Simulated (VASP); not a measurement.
# Si (a cell with a defect): single point with LDA

The system is Si (a cell with a defect).

```
CELL_PARAMETERS angstrom
0.00000 5.43000 5.43000
5.43000 0.00000 5.43000
5.43000 5.43000 0.00000
ATOMIC_POSITIONS crystal
Si 0.97788 0.06637 0.97805
Si 0.13060 0.12868 0.13075
Si 0.00975 0.98700 0.50179
Si 0.13058 0.12869 0.61032
Si 0.01474 0.50101 0.01485
Si 0.10510 0.68473 0.10523
Si 0.01473 0.50102 0.46970
Si 0.14243 0.61557 0.62114
Si 0.50164 0.98699 0.00991
Si 0.61015 0.12869 0.13074
Si 0.50163 0.98700 0.50179
Si 0.63865 0.08406 0.63881
Si 0.46957 0.50101 0.01485
Si 0.62102 0.61557 0.14256
Si 0.51377 0.45874 0.51390
Si 0.62102 0.61558 0.62113
Si 0.82764 0.51708 0.82779
```

```yaml
Program: VASP 6.6.1
Task: single point
Functional: LDA
Potentials_or_basis: VASP PAW LDA potentials, release 64 (Si)
Cutoff: 520 eV
k_mesh: 2 × 2 × 2
Occupations: gaussian, width 0.05 eV
Spin: no spin polarisation
Dipole_correction: no
Further_INCAR_settings: LREAL = Auto; ALGO = Normal; EDIFF = 1e-06; NBANDS = 48
```

| Property | Result |
| --- | --- |
| Pressure | 1.1 GPa |
| Largest force | 0.057 eV/Å |
| Band gap on the k mesh | 0.07 eV |

Forces in eV/Å, atoms in the order of the input:
```
Si   0.028 -0.030  0.029
Si   0.000  0.022  0.000
Si  -0.016  0.016  0.005
Si  -0.023  0.001 -0.001
Si   0.006 -0.013  0.005
Si  -0.006  0.007 -0.007
Si   0.013 -0.005  0.005
Si   0.028 -0.027 -0.041
Si   0.005  0.016 -0.016
Si  -0.001  0.001 -0.022
Si  -0.016 -0.005 -0.016
Si   0.002 -0.003  0.003
Si   0.005 -0.005  0.013
Si  -0.041 -0.027  0.028
Si   0.017 -0.015  0.016
Si   0.028  0.041  0.028
Si  -0.028  0.027 -0.028
```

Stress tensor (GPa, compression positive):
```
 1.08  0.39 -0.39
 0.39  1.08  0.39
-0.39  0.39  1.08
```

Levels at points of the mesh, in eV from the valence-band top:
```tsv
k point	band 30	band 31	band 32	band 33	band 34	band 35	band 36	band 37	band 38	band 39
(0.00, 0.00, 0.00)	-1.32	-1.13	-0.54	-0.54	-0.35	0.07	0.07	0.34	0.34	0.88
(0.50, 0.00, 0.00)	-1.32	-1.23	-1.20	-0.75	-0.12	0.33	0.75	1.02	1.17	1.42
(0.00, 0.50, 0.00)	-1.26	-1.26	-1.11	-1.11	-0.02	0.52	0.52	1.29	1.29	1.32
(0.00, 0.00, 0.50)	-1.32	-1.23	-1.20	-0.75	-0.12	0.33	0.75	1.02	1.17	1.42
(0.50, 0.50, 0.50)	-1.32	-1.23	-1.20	-0.75	-0.12	0.33	0.75	1.02	1.17	1.42
(0.50, 0.50, 0.00)	-1.73	-1.73	-1.56	-0.49	0.00	0.58	1.47	1.58	1.69	2.05
(0.00, 0.50, 0.50)	-1.73	-1.73	-1.56	-0.49	0.00	0.58	1.47	1.58	1.69	2.05
(0.50, 0.00, 0.50)	-1.73	-1.73	-1.56	-0.49	0.00	0.58	1.47	1.58	1.69	2.05
```

It took 2.1 min on 1 thread of Intel(R) Xeon(R) 6975P-C (Granite Rapids), with other jobs on the host, peak memory 0.37 GiB.

Caveat: the k points lie up to 0.50 Å⁻¹ apart.
